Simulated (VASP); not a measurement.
Runs of VASP 6.6.1 on Ti. The structure is that of space group P6/mmm (No. 191), or close to it. The cells are those of the table. This isn't the form of Ti at room conditions, which is hcp.

| cell | gap on the mesh (eV) | pressure (GPa) |
| --- | --- | --- |
| a = 4.705, b = 4.705, c = 2.884 Å, angles 90.0, 90.0, 120.0°, 3 atoms | none | -10.9 |
| a = 4.661, b = 4.661, c = 2.857 Å, angles 90.0, 90.0, 120.0°, 3 atoms | none | -8.7 |
| a = 4.615, b = 4.615, c = 2.829 Å, angles 90.0, 90.0, 120.0°, 3 atoms | none | (a) |
| a = 4.522, b = 4.522, c = 2.772 Å, angles 90.0, 90.0, 120.0°, 3 atoms | none | (b) |
| a = 4.569, b = 4.569, c = 2.801 Å, angles 90.0, 90.0, 120.0°, 3 atoms | none | -2.9 |

Alike in all rows: task single point; level PBEsol; potentials or basis VASP PAW PBE potentials, release 64 (Ti_sv); no spin polarisation; k mesh 7 × 7 × 10; cutoff (eV) 520; smearing fermi-dirac 0.1 eV.

Q: Fill in the values left out.

A: (a) -6.0; (b) 0.6.

Caveats: the PAW data sets were made with another functional, which shifts forces and pressure a little; the cell stands under tension (at least some runs).

A gap of «none» marks levels without a gap at the run's occupations.
